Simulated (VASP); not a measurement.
# C (a cell with a defect) in VASP: settings compared

Aim: see how the results for C (a cell with a defect) move with the level of theory and the settings. Levels: PBE, LDA. Tasks: single point.

All numbers are computed with VASP 6.6.1; they aren't measurements. Logs are shortened: lines on timing, memory, paths and dates and some standing lists are left out, and cuts for length are marked.

## Step 1: The cell of the first run

The cell holds a defect, 33 atoms: a = 6.186 Å, b = 6.186 Å, c = 6.186 Å, α = 109.47°, β = 109.47°, γ = 109.47°.

## Step 2: Single point, PBE

Input file INCAR:

```
SYSTEM = C
  PREC = Accurate
  ENCUT = 520
  EDIFF = 1E-6
  ISMEAR = -1
  SIGMA = 0.01
  LREAL = Auto
  LASPH = .TRUE.
  NELM = 120
  ALGO = Normal
  ISIF = 2
  LWAVE = .FALSE.
  LCHARG = .FALSE.
  GGA = PE
  NBANDS = 88
  GGA_COMPAT = .FALSE.
```

Input file KPOINTS:

```
Automatic mesh
0
Gamma
  1 1 1
  0.25 0.25 0.25
```

Input file POSCAR:

```
C
1.0
   -3.5716218700      3.5716218700      3.5716218700
    3.5716218700     -3.5716218700      3.5716218700
    3.5716218700      3.5716218700     -3.5716218700
C
33
Direct
    0.0117691212      0.0176703847      0.0139300106
    0.0006049279      0.2581957303      0.7579332977
   -0.0105729956      0.5029954643      0.5062545537
    0.0005845158      0.7581827789      0.2579314298
    0.2402328927     -0.0053795542      0.7308917707
    0.2454073690      0.2640377099      0.5134507638
    0.2370931492      0.5217199334      0.2611455513
    0.2509233943      0.7474428724      0.0024225773
    0.5040856322      0.0133867622      0.5019616770
    0.5006265973      0.1685200422      0.1682702461
    0.4970872051      0.4987148807      0.0096326296
    0.5005920597      0.7582096739      0.7579482251
    0.7609100124     -0.0084981374      0.2547342229
    0.7502348942      0.2523327507     -0.0031489939
    0.7640560780      0.5248722881      0.7849755916
    0.7558228776      0.7689653751      0.5190393801
    0.0048791425      0.0136542199      0.7584670885
   -0.0036742467      0.2544323914      0.5090935295
   -0.0116212019      0.5102628753      0.2556498927
    0.0127897593      0.7680949670      0.0222152890
    0.2462192465      0.0061079162      0.4936478536
    0.2376590730      0.2893872689      0.2731648694
    0.2456608763      0.5027384452      0.0067638915
    0.2445693663      0.7498273093      0.7485179917
    0.5165095321     -0.0200338584      0.2426916573
    0.4845882403      0.2269338359     -0.0362758291
    0.5016367249      0.5115958711      0.7673476790
    0.4995235945      0.7665609330      0.5102936238
    0.7566031465      0.0047920550      0.0056015269
    0.7555272251      0.2619500583      0.7574153940
    0.7635770874      0.5364303446      0.5521805456
    0.7549573554      0.7482813044      0.2602344491
    0.5006862738      0.3480828740      0.3475366143
```

Potentials or basis: VASP PAW PBE potentials, release 64 (C).

On the command line:

```
cat potpaw_PBE.64/C/POTCAR > POTCAR
mpirun -np 1 vasp_std > vasp.out
```

OUTCAR:

```text
SYSTEM = C
   PREC = Accurate
   ENCUT = 520
   EDIFF = 1E-6
   ISMEAR = -1
   LREAL = Auto
   LASPH = .TRUE.
   NELM = 120
   ISIF = 2
   GGA = PE

 ion  position               nearest neighbor table
   1  0.012  0.018  0.014-  29 1.54  17 1.56  20 1.56  22 1.58
   2  0.001  0.258  0.758-  23 1.52  17 1.52  30 1.52  18 1.52
   3  0.989  0.503  0.506-  24 1.54  18 1.56  19 1.56  31 1.58
   4  0.001  0.758  0.258-  20 1.51  19 1.51  21 1.51  32 1.51
   5  0.240  0.995  0.731-  26 1.46  21 1.50  17 1.56  24 1.56
   6  0.245  0.264  0.513-  18 1.51  22 1.53  21 1.56  27 1.56
   7  0.237  0.522  0.261-  22 1.46  19 1.50  23 1.56  28 1.56
   8  0.251  0.747  0.002-  23 1.51  25 1.53  20 1.56  24 1.56
   9  0.504  0.013  0.502-  28 1.54  30 1.56  21 1.56  25 1.58
  10  0.501  0.169  0.168-  33 1.28  25 1.41  26 1.41
  11  0.497  0.499  0.010-  27 1.54  23 1.56  32 1.56  26 1.58
  12  0.501  0.758  0.758-  28 1.55  29 1.55  24 1.55  27 1.55
  13  0.761  0.992  0.255-  25 1.46  32 1.50  18 1.56  29 1.56
  14  0.750  0.252  0.997-  30 1.51  26 1.53  19 1.56  29 1.56
  15  0.764  0.525  0.785-  31 1.46  20 1.50  30 1.56  27 1.56
  16  0.756  0.769  0.519-  17 1.51  31 1.53  32 1.56  28 1.56
[... 14 lines left out ...]
  31  0.764  0.536  0.552-  33 1.41  15 1.46  16 1.53   3 1.58
  32  0.755  0.748  0.260-  13 1.50   4 1.51  16 1.56  11 1.56
  33  0.501  0.348  0.348-  10 1.28  31 1.41  22 1.41

  LATTYP: Found a body centered cubic cell.
 ALAT       =     7.1432437400

  Lattice vectors:

 A1 = (  -3.5716218700,   3.5716218700,   3.5716218700)
 A2 = (   3.5716218700,  -3.5716218700,   3.5716218700)
 A3 = (   3.5716218700,   3.5716218700,  -3.5716218700)

Analysis of symmetry for initial positions (statically):
=====================================================================
 Subroutine PRICEL returns:
 Original cell was already a primitive cell.

 Routine SETGRP: Setting up the symmetry group for a
 body centered cubic supercell.

 Subroutine GETGRP returns: Found  1 space group operations
 (whereof  1 operations were pure point group operations)
 out of a pool of 48 trial point group operations.

The static configuration has the point symmetry C_1 .

Analysis of symmetry for dynamics (positions and initial velocities):
=====================================================================
 Subroutine PRICEL returns:
 Original cell was already a primitive cell.

 Routine SETGRP: Setting up the symmetry group for a
 body centered cubic supercell.

 Subroutine GETGRP returns: Found  1 space group operations
 (whereof  1 operations were pure point group operations)
 out of a pool of 48 trial point group operations.

The dynamic configuration has the point symmetry C_1 .

 Subroutine INISYM returns: Found  1 space group operations
 (whereof  1 operations are pure point group operations),
 and found     1 'primitive' translations

----------------------------------------------------------------------------------------

                                     Primitive cell

  volume of cell :     182.2453

  direct lattice vectors                    reciprocal lattice vectors
    -3.571621870  3.571621870  3.571621870     0.000000000  0.139992423  0.139992423
     3.571621870 -3.571621870  3.571621870     0.139992423  0.000000000  0.139992423
     3.571621870  3.571621870 -3.571621870     0.139992423  0.139992423  0.000000000

  length of vectors
     6.186230544  6.186230544  6.186230544     0.197979183  0.197979183  0.197979183

  position of ions in fractional coordinates (direct lattice)
     0.011769121  0.017670385  0.013930011
     0.000604928  0.258195730  0.757933298
     0.989427004  0.502995464  0.506254554
     0.000584516  0.758182779  0.257931430
     0.240232893  0.994620446  0.730891771
     0.245407369  0.264037710  0.513450764
[... 25 lines left out ...]
     0.754957355  0.748281304  0.260234449
     0.500686274  0.348082874  0.347536614

  ion indices of the primitive-cell ions
   primitive index   ion index
                 1           1
[... 48 lines left out ...]
   TEBEG  =    0.0;   TEEND  =   0.0 temperature during run
   PSTRESS=    0.0 pullay stress
   NELECT =     132.0000    total number of electrons
   NUPDOWN=      -1.0000    fix difference up-down
   EMIN   =  10.00;   EMAX   =-10.00  energy-range for DOS
   EFERMI =   0.00;   METHOD = LEGACY
   ISMEAR =    -1;   SIGMA  =   0.01  broadening in eV -4-tet -1-fermi 0-gaus
   EFERMI_NEDOS =   21; number of points for ismear=-14 and -15
   IALGO  =     38    algorithm
   IMIX   =      4    mixing-type and parameters
     AMIX     =   0.40;   BMIX     =  1.00
     AMIX_MAG =   1.60;   BMIX_MAG =  1.00
  volume/ion in A,a.u.               =       5.52        37.27
  Fermi-wavevector in a.u.,A,eV,Ry     =   1.470214  2.778302 29.409406  2.161530
  Thomas-Fermi vector in A             =   2.585498
   LORBIT       =      0    0 simple, 1 ext, 2 COOP (PROOUT), +10 PAW based schemes
   GGA     = PE    functional components
   LHFCALC =     F    Hartree Fock is set to
   AEXX    =    0.0000 exact exchange contribution
   IVDW    =     0    specifies the selected vdW correction
   LEPSILON=     F    determine dielectric tensor
   LRPA    =     F    only Hartree local field effects (RPA)
 non-spin polarized calculation
  energy-cutoff  :      520.00
  volume of cell :      182.25
 maximum number of plane-waves:      4904
 NGX is ok and might be reduce to    48
   NGX = 23   NGY = 23   NGZ = 23

 number of electron     132.0000001 magnetization

 Free energy of the ion-electron system (eV)
  ---------------------------------------------------
  ext. energy  EPLUGINS =         0.00000000
  ---------------------------------------------------
  free energy    TOTEN  =      -287.28445590 eV

  energy without entropy =     -287.28445590  energy(sigma->0) =     -287.28445590

 E-fermi :  11.7755     XC(G=0): -13.3788

 val. band max:       11.5364011638   @ k =   0.2500   0.2500   0.2500
 cond. band min:      12.4054693948   @ k =   0.2500   0.2500   0.2500
 fundamental gap:      0.8690682310
 Fermi energy:        11.7754809602

 k-point     1 :       0.2500    0.2500    0.2500
  band No.  band energies     occupation
      1     -10.3115      2.00000
      2     -10.1030      2.00000
      3     -10.0336      2.00000
      4     -10.0046      2.00000
      5      -6.3150      2.00000
      6      -6.1933      2.00000
[... 70 lines left out ...]
     77      16.9884      0.00000
     78      17.0524      0.00000
 [bands above 78 left out]

------------------------ aborting loop because EDIFF is reached ----------------------------------------

  FORCE on cell =-STRESS in cart. coord.  units (eV):
  Direction    XX          YY          ZZ          XY          YZ          ZX
  --------------------------------------------------------------------------------------
  -------------------------------------------------------------------------------------
  Total       55.5705220     30.1860837      2.7009795      0.0132713      0.0098635      0.0180791
  in kB      488.5383339    265.3755712     23.7451794      0.1166720      0.0867135      0.1589393
  external PRESSURE =     259.2196948 kB  Pullay stress =       0.0000000 kB

 VOLUME and BASIS-vectors are now :
 -----------------------------------------------------------------------------
  energy-cutoff  :      520.00
  volume of cell :      182.25
      direct lattice vectors                 reciprocal lattice vectors
    -3.571621870  3.571621870  3.571621870     0.000000000  0.139992423  0.139992423
     3.571621870 -3.571621870  3.571621870     0.139992423  0.000000000  0.139992423
     3.571621870  3.571621870 -3.571621870     0.139992423  0.139992423  0.000000000

 POSITION                                       TOTAL-FORCE (eV/Angst)
 -----------------------------------------------------------------------------------
      0.07083      0.02868      0.05539        -0.005609      0.007124      0.004247
      3.62707      1.78703     -1.78271         0.004542      0.001568      0.000979
      0.07080      3.54550      3.52222        -0.000864     -0.006193     -0.002327
      3.62709     -1.78462      1.78880         0.005054      0.002018      0.001523
      5.30486     -0.08392      1.79996        -0.004584     -0.007552     -0.021941
      1.90039      1.76731     -0.01431        -0.008200      0.003289      0.001357
[... 25 lines left out ...]
      0.90561      0.95330      4.43954        -0.005496      0.006831     -0.021193
      0.69623      1.78631      1.79021         0.038296      0.009627     -0.014636
 -----------------------------------------------------------------------------------
    total drift:                                0.007059     -0.004794      0.002833

  FREE ENERGIE OF THE ION-ELECTRON SYSTEM (eV)
  ---------------------------------------------------
  free  energy   TOTEN  =      -287.2844558952 eV

  energy  without entropy=     -287.2844558952  energy(sigma->0) =     -287.28445590
```

Wall time 27 s (1 thread of Intel Xeon 6975P-C (Granite Rapids), shared host); peak memory 0.29 GiB.

Results:

- Free energy: -287.2845 eV
- Pressure: 25.9 GPa
- Largest force: 0.048 eV/Å
- Band gap on the k mesh: 0.87 eV

Forces on the atoms (eV/Å):
```
C   -0.006  0.007  0.004
C    0.005  0.002  0.001
C   -0.001 -0.006 -0.002
C    0.005  0.002  0.002
C   -0.005 -0.008 -0.022
C   -0.008  0.003  0.001
C    0.010 -0.009  0.022
C    0.008 -0.009 -0.004
C    0.000 -0.009  0.006
C   -0.047 -0.004  0.001
C   -0.001  0.006 -0.009
C    0.001  0.002  0.000
C   -0.007  0.007  0.021
C    0.004  0.012  0.002
C    0.008  0.007 -0.020
C   -0.009 -0.011 -0.002
C    0.003  0.014  0.001
C    0.003 -0.014 -0.007
C    0.005 -0.005 -0.014
C    0.006  0.005  0.015
C   -0.005 -0.006  0.021
C   -0.007 -0.017 -0.028
C    0.002  0.014 -0.008
C    0.013 -0.004 -0.003
C    0.006  0.016 -0.020
C    0.010 -0.012  0.030
C   -0.012  0.002  0.000
C   -0.011  0.000  0.000
C    0.013  0.005  0.004
C    0.001 -0.017  0.007
C   -0.018  0.010  0.039
C   -0.005  0.007 -0.021
C    0.038  0.010 -0.015
```

Stress tensor (GPa, compression positive):
```
48.85  0.01  0.02
 0.01 26.54  0.01
 0.02  0.01  2.37
```

Levels at points of the mesh, in eV from the valence-band top:
```tsv
k point	band 64	band 65	band 66	band 67	band 68	band 69
(0.25, 0.25, 0.25)	-3.13	-3.11	0.00	0.87	3.80	3.93
```

Caveat: the k points lie up to 1.24 Å⁻¹ apart.

## Step 3: Single point, PBE

Input file INCAR:

```
SYSTEM = C
PREC = Accurate
ENCUT = 520
EDIFF = 1E-6
ISMEAR = -1
SIGMA = 0.01
LREAL = Auto
LASPH = .True.
NELM = 120
ALGO = Normal
ISIF = 2
LWAVE = .False.
LCHARG = .False.
GGA = PE
NBANDS = 88
GGA_COMPAT = .False.
```

KPOINTS is that of step 2.

Input file POSCAR:

```
C
1.0
   -3.5716218700      3.5716218700      3.5716218700
    3.5716218700     -3.5716218700      3.5716218700
    3.5716218700      3.5716218700     -3.5716218700
C
33
Direct
    0.0117691630      0.0176704036      0.0139300861
    0.0006049073      0.2581957255      0.7579332579
   -0.0105730677      0.5029954361      0.5062544597
    0.0005844684      0.7581827244      0.2579314198
    0.2402328777     -0.0053796288      0.7308917615
    0.2454072777      0.2640376093      0.5134506302
    0.2370931277      0.5217198426      0.2611455059
    0.2509233991      0.7474427857      0.0024225689
    0.5040855571      0.0133866355      0.5019615920
    0.5006266243      0.1685200791      0.1682703326
    0.4970871959      0.4987148878      0.0096327386
    0.5005920462      0.7582096030      0.7579482371
    0.7609099168     -0.0084982400      0.2547341329
    0.7502349346      0.2523328428     -0.0031489896
    0.7640561065      0.5248723320      0.7849755943
    0.7558228721      0.7689653608      0.5190392677
    0.0048791559      0.0136543010      0.7584670490
   -0.0036742411      0.2544324492      0.5090935060
   -0.0116211910      0.5102628627      0.2556498233
    0.0127897078      0.7680948879      0.0222152576
    0.2462192337      0.0061080094      0.4936478620
    0.2376591170      0.2893872973      0.2731648353
    0.2456608040      0.5027384100      0.0067638739
    0.2445694230      0.7498274166      0.7485180675
    0.5165096046     -0.0200337557      0.2426917047
    0.4845882523      0.2269337375     -0.0362758166
    0.5016366696      0.5115958706      0.7673476084
    0.4995234840      0.7665608510      0.5102935211
    0.7566030499      0.0047920806      0.0056015168
    0.7555272081      0.2619500423      0.7574152860
    0.7635770525      0.5364303865      0.5521805140
    0.7549572990      0.7482813403      0.2602344352
    0.5006862611      0.3480829005      0.3475366501
```

Potentials or basis: VASP PAW PBE potentials, release 64 (C).

On the command line:

```
cat potpaw_PBE.64/C/POTCAR > POTCAR
mpirun -np 1 vasp_std > vasp.out
```

Run time: 29 s. Hardware: 1 thread of Intel Xeon 6975P-C (Granite Rapids), shared host; peak memory 0.29 GiB.

Results (log left out):

```
Free energy            : -287.2845 eV
Pressure               : 25.9 GPa
Largest force          : 0.048 eV/Å
Band gap on the k mesh : 0.87 eV
```

Forces in eV/Å, atoms in the order of the input:
```
C   -0.006  0.007  0.004
C    0.005  0.002  0.001
C   -0.001 -0.006 -0.002
C    0.005  0.002  0.002
C   -0.005 -0.008 -0.022
C   -0.008  0.003  0.001
C    0.010 -0.009  0.022
C    0.008 -0.009 -0.004
C    0.000 -0.009  0.006
C   -0.047 -0.004  0.001
C   -0.001  0.006 -0.009
C    0.001  0.002  0.000
C   -0.007  0.007  0.021
C    0.004  0.012  0.002
C    0.008  0.007 -0.020
C   -0.009 -0.011 -0.002
C    0.003  0.014  0.001
C    0.003 -0.014 -0.007
C    0.005 -0.005 -0.014
C    0.006  0.005  0.015
C   -0.005 -0.006  0.021
C   -0.007 -0.017 -0.028
C    0.002  0.014 -0.008
C    0.013 -0.004 -0.003
C    0.005  0.016 -0.020
C    0.010 -0.012  0.030
C   -0.012  0.002  0.000
C   -0.011  0.000  0.000
C    0.013  0.005  0.004
C    0.001 -0.017  0.007
C   -0.018  0.010  0.039
C   -0.006  0.007 -0.021
C    0.038  0.010 -0.015
```

Stress tensor (GPa, compression positive):
```
48.85  0.01  0.02
 0.01 26.54  0.01
 0.02  0.01  2.37
```

Levels at points of the mesh, in eV from the valence-band top:
```csv
k point,band 63,band 64,band 65,band 66,band 67,band 68,band 69,band 70
"(0.25, 0.25, 0.25)",-3.31,-3.13,-3.11,0.00,0.87,3.80,3.93,3.98
```

Caveat: the k points lie up to 1.24 Å⁻¹ apart.

## Step 4: Single point, LDA

Changes to INCAR since step 3:

```diff
@@ -13,3 +13,2 @@
 LCHARG = .False.
-GGA = PE
 NBANDS = 88
```

KPOINTS is that of step 3.

Input file POSCAR:

```
C
1.0
   -3.5716218700      3.5716218700      3.5716218700
    3.5716218700     -3.5716218700      3.5716218700
    3.5716218700      3.5716218700     -3.5716218700
C
33
Direct
    0.0117691200      0.0176703800      0.0139300100
    0.0006049300      0.2581957300      0.7579333000
   -0.0105730000      0.5029954600      0.5062545500
    0.0005845200      0.7581827800      0.2579314300
    0.2402328900     -0.0053795500      0.7308917700
    0.2454073700      0.2640377100      0.5134507600
    0.2370931500      0.5217199300      0.2611455500
    0.2509233900      0.7474428700      0.0024225800
    0.5040856300      0.0133867600      0.5019616800
    0.5006266000      0.1685200400      0.1682702500
    0.4970872100      0.4987148800      0.0096326300
    0.5005920600      0.7582096700      0.7579482300
    0.7609100100     -0.0084981400      0.2547342200
    0.7502348900      0.2523327500     -0.0031489900
    0.7640560800      0.5248722900      0.7849755900
    0.7558228800      0.7689653800      0.5190393800
    0.0048791400      0.0136542200      0.7584670900
   -0.0036742500      0.2544323900      0.5090935300
   -0.0116212000      0.5102628800      0.2556498900
    0.0127897600      0.7680949700      0.0222152900
    0.2462192500      0.0061079200      0.4936478500
    0.2376590700      0.2893872700      0.2731648700
    0.2456608800      0.5027384500      0.0067638900
    0.2445693700      0.7498273100      0.7485179900
    0.5165095300     -0.0200338600      0.2426916600
    0.4845882400      0.2269338400     -0.0362758300
    0.5016367200      0.5115958700      0.7673476800
    0.4995235900      0.7665609300      0.5102936200
    0.7566031500      0.0047920600      0.0056015300
    0.7555272300      0.2619500600      0.7574153900
    0.7635770900      0.5364303400      0.5521805500
    0.7549573600      0.7482813000      0.2602344500
    0.5006862700      0.3480828700      0.3475366100
```

Potentials or basis: VASP PAW LDA potentials, release 64 (C).

On the command line:

```
cat potpaw_LDA.64/C/POTCAR > POTCAR
mpirun -np 1 vasp_std > vasp.out
```

Wall time 19 s (1 thread of Intel Xeon 6975P-C (Granite Rapids), shared host); peak memory 0.24 GiB.

It converged, with:

```yaml
Free_energy: -321.7355 eV
Pressure: 11.2 GPa
Largest_force: 0.047 eV/Å
Band_gap_on_the_k_mesh: 0.85 eV
```

Forces on the atoms (eV/Å):
```
C    0.014 -0.014 -0.015
C    0.004  0.002  0.001
C    0.018  0.015  0.017
C    0.005  0.002  0.002
C    0.005  0.018 -0.003
C   -0.003 -0.021  0.007
C    0.000  0.016  0.003
C    0.003  0.016  0.003
C   -0.019  0.012 -0.014
C    0.034 -0.004  0.001
C   -0.020 -0.015  0.011
C    0.001  0.002  0.000
C    0.003 -0.018  0.002
C    0.000 -0.012 -0.004
C   -0.001 -0.018 -0.001
C   -0.004  0.014 -0.008
C   -0.010 -0.008 -0.007
C   -0.011  0.008  0.001
C   -0.001  0.004  0.010
C    0.000 -0.005 -0.009
C    0.001  0.003 -0.004
C   -0.009  0.018  0.033
C    0.015 -0.008  0.001
C    0.004 -0.009 -0.004
C    0.008 -0.019  0.040
C    0.013  0.022 -0.031
C   -0.004  0.008 -0.001
C   -0.002 -0.006  0.001
C    0.004  0.011  0.005
C    0.014  0.005 -0.002
C   -0.020 -0.025 -0.021
C    0.001 -0.003  0.003
C   -0.043  0.010 -0.015
```

Stress tensor (GPa, compression positive):
```
 34.00   0.01   0.02
  0.01  11.83   0.01
  0.02   0.01 -12.16
```

Levels at points of the mesh, in eV from the valence-band top:
```
           k point  band 62  band 63  band 64  band 65  band 66  band 67  band 68  band 69  band 70  band 71
(0.25, 0.25, 0.25)    -3.34    -3.29    -3.11    -3.08     0.00     0.85     3.77     3.90     3.95     4.06
```

Caveat: the k points lie up to 1.24 Å⁻¹ apart.
